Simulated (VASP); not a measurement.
# Fe: single point with PBEsol

Crystal: Fe.

```
CELL_PARAMETERS angstrom
2.48190 0.00000 0.00000
-1.24095 2.14939 0.00000
0.00000 0.00000 3.91729
ATOMIC_POSITIONS crystal
Fe 0.66667 0.33333 0.75000
Fe 0.33333 0.66667 0.25000
```

This isn't the form of Fe at room conditions, which is bcc.

| Property | Result |
| --- | --- |
| Program | VASP 6.6.1 |
| Task | single point |
| Functional | PBEsol |
| Potentials or basis | VASP PAW PBE potentials, release 64 (Fe) |
| Cutoff | 520 eV |
| k mesh | 12 × 12 × 7 |
| Occupations | fermi-dirac, width 0.05 eV |
| Spin | collinear spin, ferromagnetic start |
| Starting moments | [3.0, 3.0] μB |
| Dipole correction | no |
| Further INCAR settings | ALGO = Fast; EDIFF = 1e-06; NBANDS = 19 |

- Pressure: -17.9 GPa
- Band gap on the k mesh: zero (filled and empty bands overlap)
- Net moment: 0.00 μB per cell
- Valence electrons inside the program's atomic spheres: Fe 7.45

Stress tensor (GPa, compression positive):
```
-18.08   0.00   0.00
  0.00 -18.08   0.00
  0.00   0.00 -17.41
```

Levels at points of the mesh, in eV from the Fermi level:
Spin up:
```csv
k point,band 4,band 5,band 6,band 7,band 8,band 9,band 10,band 11,band 12,band 13
"(0.00, 0.00, 0.00)",-1.61,-1.48,-1.16,-1.16,-0.84,-0.84,0.50,0.67,0.67,8.50
"(0.50, 0.00, 0.00)",-2.05,-1.91,-1.49,-1.05,0.76,0.99,1.03,2.57,4.64,11.00
```
Spin down:
| k point | band 4 | band 5 | band 6 | band 7 | band 8 | band 9 | band 10 | band 11 | band 12 | band 13 |
| --- | --- | --- | --- | --- | --- | --- | --- | --- | --- | --- |
| (0.00, 0.00, 0.00) | -1.62 | -1.48 | -1.16 | -1.16 | -0.84 | -0.84 | 0.50 | 0.67 | 0.67 | 8.50 |
| (0.50, 0.00, 0.00) | -2.05 | -1.91 | -1.49 | -1.05 | 0.76 | 0.98 | 1.03 | 2.57 | 4.64 | 11.00 |

Run time: 100 s on 1 thread of Intel Xeon 8259CL, on a shared host, peak memory 0.17 GiB.

Caveat: the cell stands under tension; the PAW data sets were made with another functional, which shifts forces and pressure a little.
